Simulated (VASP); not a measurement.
Runs of VASP 6.6.1 on KCl. The structure is that of space group Fm-3m (No. 225), or close to it. The cells are those of the table. 

```csv
task,level,potentials or basis,cell,smearing,gap on the mesh (eV),pressure (GPa),relaxed volume (Å³/atom)
single point,PBE,"VASP PAW PBE potentials, release 64 (K_sv, Cl)","a = 4.512 Å, angles 60.0°, 2 atoms",fermi-dirac 0.1 eV,(a),0.0,-
relaxation of cell and atoms,PBE,"VASP PAW PBE potentials, release 64 (K_sv, Cl)","relaxed from a = 4.405 Å, angles 60.0°, 2 atoms",fermi-dirac 0.1 eV,5.04,0.0,32.49
single point,LDA,"VASP PAW LDA potentials, release 64 (K_sv, Cl)","a = 4.297 Å, angles 60.0°, 2 atoms",methfessel-paxton 0.01 eV,5.11,0.1,-
relaxation of cell and atoms,LDA,"VASP PAW LDA potentials, release 64 (K_sv, Cl)","relaxed from a = 4.405 Å, angles 60.0°, 2 atoms",methfessel-paxton 0.01 eV,(b),-0.1,28.21
```

Alike in all rows: no spin polarisation; k mesh 5 × 5 × 5; cutoff (eV) 500.

Question: Estimate the missing entries.

Answer: (a) 5.05; (b) 5.09.

